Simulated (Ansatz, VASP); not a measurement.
Two plane-wave programs on CoPtO2

```
CELL_PARAMETERS angstrom
1.41227 0.81537 5.93939
-1.41227 0.81537 5.93939
0.00000 -1.63075 5.93939
ATOMIC_POSITIONS crystal
Co 0.50000 0.50000 0.50000
Pt 0.00000 0.00000 0.00000
O 0.88776 0.88776 0.88776
O 0.11224 0.11224 0.11224
```

Alike in both runs: task single point; functional PBE; k mesh 15 × 15 × 15; occupations gaussian, width 0.1 eV; no spin polarisation.

|  | VASP | Ansatz |
| --- | --- | --- |
| version | VASP 6.6.1 | Ansatz 0.2.0 |
| potentials or method | VASP PAW PBE potentials, release 64 (Co, Pt, O), cutoff 520 eV | scalar-relativistic, plane waves, PAW |
| valence electrons in the cell | 31 | 47 |

VASP gave:

```
gap on the k mesh at the Fermi level (eV)                     : none
pressure (GPa)                                                : 6.2
traceless stress, the component that is largest in VASP (GPa) : 0.16
rms of the force components (eV/Å)                            : 0.031
```

Q: Estimate Ansatz's values.

A: gap on the k mesh at the Fermi level (eV): none; pressure (GPa): 6.1; traceless stress, the component that is largest in VASP (GPa): -0.20; rms of the force components (eV/Å): 0.025.

Atom by atom the forces differ by 0.006 eV/Å (rms over components). A gap of «none» marks a metal or a gap that the smearing closes. With one functional, cell and mesh, what is left measures potentials, basis and numerics. VASP's potentials hold 31 valence electrons a cell and Ansatz's 47, so a difference there can come from the potentials and not from the codes.

Spin-orbit coupling is off throughout.
